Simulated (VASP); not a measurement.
# Ti in VASP: single point with PBE

Aim: the single point of Ti with PBE.

Everything below comes from runs of VASP 6.6.1. Logs are shortened: lines on timing, memory, paths and dates and some standing lists are left out, and cuts for length are marked.

## (1) The cell of the first run

The cell holds a cluster in a box, 1 atom: a = 10.000 Å, b = 10.000 Å, c = 10.000 Å, α = 90.00°, β = 90.00°, γ = 90.00°.

## (2) Single point, PBE, collinear spin

INCAR reads:

```
PREC = Accurate ; ENCUT = 400
EDIFF = 1E-6 ; ISMEAR = -1
SIGMA = 0.1 ; LREAL = False
LASPH = True ; NELM = 200
ALGO = Normal ; ISIF = 2
LWAVE = False ; LCHARG = False
ISPIN = 2 ; MAGMOM = 2
LORBIT = 11 ; LMAXMIX = 4
GGA = PE ; NBANDS = 16
GGA_COMPAT = False
```

KPOINTS reads:

```
regular mesh
0
Gamma
  1 1 1
```

POSCAR reads:

```
Ti
1.0
   10.0000000000      0.0000000000      0.0000000000
    0.0000000000     10.0000000000      0.0000000000
    0.0000000000      0.0000000000     10.0000000000
Ti
1
Direct
    0.0000000000      0.0000000000      0.0000000000
```

Potentials or basis: VASP PAW PBE potentials, release 64 (Ti_sv).

Launch:

```console
$ cat potpaw_PBE.64/Ti_sv/POTCAR > POTCAR
$ mpirun -np 1 vasp_gam > vasp.out
```

OUTCAR:

```text
PREC = Accurate
   ENCUT = 400
   EDIFF = 1E-6
   ISMEAR = -1
   LREAL = False
   LASPH = True
   NELM = 200
   ISIF = 2
   ISPIN = 2
   LORBIT = 11
   GGA = PE

 ion  position               nearest neighbor table
   1  0.000  0.000  0.000-

  LATTYP: Found a simple cubic cell.
 ALAT       =    10.0000000000

  Lattice vectors:

 A1 = (  10.0000000000,   0.0000000000,   0.0000000000)
 A2 = (   0.0000000000,  10.0000000000,   0.0000000000)
 A3 = (   0.0000000000,   0.0000000000,  10.0000000000)

Analysis of symmetry for initial positions (statically):
=====================================================================
 Subroutine PRICEL returns:
 Original cell was already a primitive cell.

 Routine SETGRP: Setting up the symmetry group for a
 simple cubic supercell.

 Subroutine GETGRP returns: Found 48 space group operations
 (whereof 48 operations were pure point group operations)
 out of a pool of 48 trial point group operations.

The static configuration has the point symmetry O_h .

Analysis of symmetry for dynamics (positions and initial velocities):
=====================================================================
 Subroutine PRICEL returns:
 Original cell was already a primitive cell.

 Routine SETGRP: Setting up the symmetry group for a
 simple cubic supercell.

 Subroutine GETGRP returns: Found 48 space group operations
 (whereof 48 operations were pure point group operations)
 out of a pool of 48 trial point group operations.

The dynamic configuration has the point symmetry O_h .

Analysis of structural, dynamic, and magnetic symmetry:
=====================================================================
 Subroutine PRICEL returns:
 Original cell was already a primitive cell.

 Routine SETGRP: Setting up the symmetry group for a
 simple cubic supercell.

 Subroutine GETGRP returns: Found 48 space group operations
 (whereof 48 operations were pure point group operations)
 out of a pool of 48 trial point group operations.

The overall configuration has the point symmetry O_h .

 Subroutine INISYM returns: Found 48 space group operations
 (whereof 48 operations are pure point group operations),
 and found     1 'primitive' translations

----------------------------------------------------------------------------------------

                                     Primitive cell

  volume of cell :    1000.0000

  direct lattice vectors                    reciprocal lattice vectors
    10.000000000  0.000000000  0.000000000     0.100000000  0.000000000  0.000000000
     0.000000000 10.000000000  0.000000000     0.000000000  0.100000000  0.000000000
     0.000000000  0.000000000 10.000000000     0.000000000  0.000000000  0.100000000

  length of vectors
    10.000000000 10.000000000 10.000000000     0.100000000  0.100000000  0.100000000

  position of ions in fractional coordinates (direct lattice)
     0.000000000  0.000000000  0.000000000

  ion indices of the primitive-cell ions
   primitive index   ion index
                 1           1

----------------------------------------------------------------------------------------

 KPOINTS: regular mesh

Automatic generation of k-mesh.
 Grid dimensions read from file:
 generate k-points for:    1    1    1

 Generating k-lattice:

  Cartesian coordinates                     Fractional coordinates (reciprocal lattice)
     0.100000000  0.000000000  0.000000000     1.000000000  0.000000000  0.000000000
     0.000000000  0.100000000  0.000000000     0.000000000  1.000000000  0.000000000
     0.000000000  0.000000000  0.100000000     0.000000000  0.000000000  1.000000000

  Length of vectors
     0.100000000  0.100000000  0.100000000

  Shift w.r.t. Gamma in fractional coordinates (k-lattice)
     0.000000000  0.000000000  0.000000000

 Subroutine IBZKPT returns following result:
 ===========================================

 Found      1 irreducible k-points:

 Following reciprocal coordinates:
            Coordinates               Weight
  0.000000  0.000000  0.000000      1.000000
   k-points           NKPTS =      1   k-points in BZ     NKDIM =      1   number of bands    NBANDS=     16
   number of dos      NEDOS =    301   number of ions     NIONS =      1
   total plane-waves  NPLWV = 343000
   dimension x,y,z NGX =    70 NGY =   70 NGZ =   70
   dimension x,y,z NGXF=   140 NGYF=  140 NGZF=  140
   ions per type =               1
   NGX,Y,Z   is equivalent  to a cutoff of  11.64, 11.64, 11.64 a.u.
   NGXF,Y,Z  is equivalent  to a cutoff of  23.27, 23.27, 23.27 a.u.
 SYSTEM =  unknown system
   PREC   = accura    normal or accurate (medium, high low for compatibility)
   ISTART =      0    job   : 0-new  1-cont  2-samecut
   ICHARG =      2    charge: 1-file 2-atom 10-const
   ISPIN  =      2    spin polarized calculation?
   LNONCOLLINEAR =      F non collinear calculations
   LSORBIT =      F    spin-orbit coupling
   LASPH  =      T    aspherical Exc in radial PAW
   ENCUT  =  400.0 eV  29.40 Ry    5.42 a.u.  16.31 16.31 16.31*2*pi/ulx,y,z
   NELM   =    200;   NELMIN=  2; NELMDL= -5     # of ELM steps
   EDIFF  = 0.1E-05   stopping-criterion for ELM
   LREAL  =      F    real-space projection
   EDIFFG = 0.1E-04   stopping-criterion for IOM
   NSW    =      0    number of steps for IOM
   IBRION =     -1    ionic relax: 0-MD 1-quasi-New 2-CG
   NFREE  =      0    steps in history (QN), initial steepest desc. (CG)
   ISIF   =      2    stress and relaxation
   ISYM   =      2    0-nonsym 1-usesym 2-fastsym
   POTIM  = 0.5000    time-step for ionic-motion
   TEBEG  =    0.0;   TEEND  =   0.0 temperature during run
   PSTRESS=    0.0 pullay stress
   NELECT =      12.0000    total number of electrons
   NUPDOWN=      -1.0000    fix difference up-down
   EMIN   =  10.00;   EMAX   =-10.00  energy-range for DOS
   EFERMI =   0.00;   METHOD = LEGACY
   ISMEAR =    -1;   SIGMA  =   0.10  broadening in eV -4-tet -1-fermi 0-gaus
   EFERMI_NEDOS =   21; number of points for ismear=-14 and -15
   IALGO  =     38    algorithm
   IMIX   =      4    mixing-type and parameters
     AMIX     =   0.40;   BMIX     =  1.00
     AMIX_MAG =   1.60;   BMIX_MAG =  1.00
  volume/ion in A,a.u.               =    1000.00      6748.33
  Fermi-wavevector in a.u.,A,eV,Ry     =   0.374802  0.708273  1.911299  0.140477
  Thomas-Fermi vector in A             =   1.305434
   LORBIT       =     11    0 simple, 1 ext, 2 COOP (PROOUT), +10 PAW based schemes
   GGA     = PE    functional components
   LHFCALC =     F    Hartree Fock is set to
   AEXX    =    0.0000 exact exchange contribution
   IVDW    =     0    specifies the selected vdW correction
   LEPSILON=     F    determine dielectric tensor
   LRPA    =     F    only Hartree local field effects (RPA)
 spin polarized calculation
  energy-cutoff  :      400.00
  volume of cell :     1000.00
 maximum number of plane-waves:      9019
 NGX is ok and might be reduce to    70
   NGX = 33   NGY = 33   NGZ = 33

 number of electron      11.9999994 magnetization       3.2414642

 Free energy of the ion-electron system (eV)
  ---------------------------------------------------
  ext. energy  EPLUGINS =         0.00000000
  ---------------------------------------------------
  free energy    TOTEN  =        -2.50020195 eV

  energy without entropy =       -2.08784683  energy(sigma->0) =       -2.29402439

 E-fermi :  -2.9404     XC(G=0):  -1.2527

 val. band max:       -2.9491720876   @ k =   0.0000   0.0000   0.0000
 cond. band min:      -2.8910627962   @ k =   0.0000   0.0000   0.0000
 fundamental gap:      0.0581092914
 Fermi energy:        -2.9404291619

 spin component 1

 k-point     1 :       0.0000    0.0000    0.0000
  band No.  band energies     occupation
      1     -60.6687      1.00000
      2     -37.0154      1.00000
      3     -37.0154      1.00000
      4     -37.0154      1.00000
      5      -4.0964      0.99999
      6      -2.9507      0.52576
      7      -2.9507      0.52576
      8      -2.9507      0.52576
      9      -2.9492      0.52184
     10      -2.9492      0.52184
     11      -1.1206      0.00000
     12      -1.1206      0.00000
     13      -1.1206      0.00000
     14      -0.2582      0.00000
     15       0.6906      0.00000
     16       0.6906      0.00000
 Fermi energy:        -2.9404291619

 spin component 2

 k-point     1 :       0.0000    0.0000    0.0000
  band No.  band energies     occupation
      1     -58.5886      1.00000
      2     -34.9335      1.00000
      3     -34.9335      1.00000
      4     -34.9335      1.00000
      5      -2.8911      0.37903
      6      -1.0677      0.00000
      7      -1.0677      0.00000
      8      -1.0513      0.00000
      9      -1.0513      0.00000
     10      -1.0513      0.00000
     11      -0.2875      0.00000
     12      -0.2875      0.00000
     13      -0.2875      0.00000
     14      -0.0712      0.00000
     15       0.9314      0.00000
     16       0.9314      0.00000

------------------------ aborting loop because EDIFF is reached ----------------------------------------

  FORCE on cell =-STRESS in cart. coord.  units (eV):
  Direction    XX          YY          ZZ          XY          YZ          ZX
  --------------------------------------------------------------------------------------
  -------------------------------------------------------------------------------------
  Total       -0.1392158     -0.1392158     -0.1392158      0.0000000      0.0000000      0.0000000
  in kB       -0.2230484     -0.2230484     -0.2230484      0.0000000      0.0000000      0.0000000
  external PRESSURE =      -0.2230484 kB  Pullay stress =       0.0000000 kB

 VOLUME and BASIS-vectors are now :
 -----------------------------------------------------------------------------
  energy-cutoff  :      400.00
  volume of cell :     1000.00
      direct lattice vectors                 reciprocal lattice vectors
    10.000000000  0.000000000  0.000000000     0.100000000  0.000000000  0.000000000
     0.000000000 10.000000000  0.000000000     0.000000000  0.100000000  0.000000000
     0.000000000  0.000000000 10.000000000     0.000000000  0.000000000  0.100000000

 POSITION                                       TOTAL-FORCE (eV/Angst)
 -----------------------------------------------------------------------------------
      0.00000      0.00000      0.00000         0.000000      0.000000      0.000000
 -----------------------------------------------------------------------------------
    total drift:                                0.000000      0.000000      0.000000

  FREE ENERGIE OF THE ION-ELECTRON SYSTEM (eV)
  ---------------------------------------------------
  free  energy   TOTEN  =        -2.5002019496 eV

  energy  without entropy=       -2.0878468257  energy(sigma->0) =       -2.29402439

 total charge

# of ion       s       p       d       tot
------------------------------------------
    1        2.222   5.914   2.040  10.176

 magnetization (x)

# of ion       s       p       d       tot
------------------------------------------
    1        0.122   0.002   2.040   2.164
```

It took 56 s on 1 thread of AMD EPYC 9R45 (Zen 5), shared host; peak memory 0.84 GiB.

Results:

| Property | Result |
| --- | --- |
| Free energy | -2.5002 eV |
| Gap between the frontier levels | 0.06 eV |
| Net moment | 3.24 μB per cell |
| Site moments | Ti +2.16 μB |
| Valence electrons inside the program's atomic spheres | Ti 10.18 |
